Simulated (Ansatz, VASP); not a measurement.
## HgTe: VASP beside Ansatz

```
Hg Te
1.0
     0.00000    3.09283    3.09283
     3.09283    0.00000    3.09283
     3.09283    3.09283    0.00000
Hg Te
1 1
Cartesian
  0.0000 0.0000 0.0000
  3.0928 3.0928 3.0928
```

Change from the starting cell: volume scaled by 0.92.

Alike in both runs: functional PBEsol; k mesh 7 × 7 × 7; occupations tetrahedron; non-collinear spin, spin-orbit coupling.

|  | VASP | Ansatz |
| --- | --- | --- |
| version | VASP 6.6.1 | Ansatz 0.2.0 |
| potentials or method | VASP PAW PBE potentials, release 64 (Hg, Te) | Ansatz PAW |
| plane-wave cutoff (eV) | 520 | 420 |
| valence electrons in the cell | 18 | 36 |
| task | single point | band structure |

```csv
,VASP,Ansatz,Ansatz less VASP
pressure (GPa),-4.0,-4.2,-0.27
net moment per atom (μB),0.00,0.00,0.000
```

VASP's potentials were made for PBE, not for PBEsol. VASP's potentials hold 18 valence electrons a cell and Ansatz's 36, so a difference there can come from the potentials and not from the codes.
